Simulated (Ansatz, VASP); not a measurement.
## MoS2 in VASP and in Ansatz

```
Mo S
1.0
     1.58000    0.91221    6.15000
    -1.58000    0.91221    6.15000
     0.00000   -1.82443    6.15000
Mo S
1 2
Cartesian
  0.0000 0.0000 0.0000
  0.0000 0.0000 7.6936
  0.0000 0.0000 4.6125
```

Alike in both runs: functional r2SCAN; k mesh 6 × 6 × 6; occupations fermi-dirac, width 0.05 eV; no spin polarisation.

|  | VASP | Ansatz |
| --- | --- | --- |
| version | VASP 6.6.1 | Ansatz 0.2.0 |
| potentials or method | VASP PAW PBE potentials, release 64 (Mo_sv, S) | Ansatz PAW |
| plane-wave cutoff (eV) | 520 | 500 |
| valence electrons in the cell | 26 | 26 |
| task | single point | band structure |

Ansatz gave:

```
gap on the k mesh at the Fermi level (eV)                     : 0.99
least direct gap on the mesh (eV)                             : 1.82
pressure (GPa)                                                : 4.2
traceless stress, the component that is largest in VASP (GPa) : 0.63
rms of the force components (eV/Å)                            : 0.157
```

Question: What did VASP give for the same quantities?

Answer: gap on the k mesh at the Fermi level (eV): 1.01; least direct gap on the mesh (eV): 1.82; pressure (GPa): 4.2; traceless stress, the component that is largest in VASP (GPa): 0.56; rms of the force components (eV/Å): 0.159.

VASP's potentials were made for PBE, not for r2SCAN. Atom by atom the forces differ by 0.002 eV/Å (rms over components).
